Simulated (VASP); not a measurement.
Runs of VASP 6.6.1 on Cu. The structure is that of space group Fm-3m (No. 225), or close to it. The cells are those of the table. 

```tsv
cell	gap on the mesh (eV)	pressure (GPa)
a = 2.377 Å, angles 60.0°, 1 atom	none	46.1
a = 2.520 Å, angles 60.0°, 1 atom	none	0.8
a = 2.585 Å, angles 60.0°, 1 atom	none	(b)
a = 2.451 Å, angles 60.0°, 1 atom	none	18.1
a = 2.647 Å, angles 60.0°, 1 atom	none	(a)
```

Alike in all rows: task single point; level PBEsol; potentials or basis VASP PAW PBE potentials, release 64 (Cu); no spin polarisation; k mesh 24 × 24 × 24; cutoff (eV) 520; smearing gaussian 0.15 eV.

Task: Estimate the missing entries.

Result: (a) -16.5; (b) -10.0.

Caveats: the PAW data sets were made with another functional, which shifts forces and pressure a little; the cell stands under pressure (at least some runs); the cell stands under tension (at least some runs).

A gap of «none» marks levels without a gap at the run's occupations.
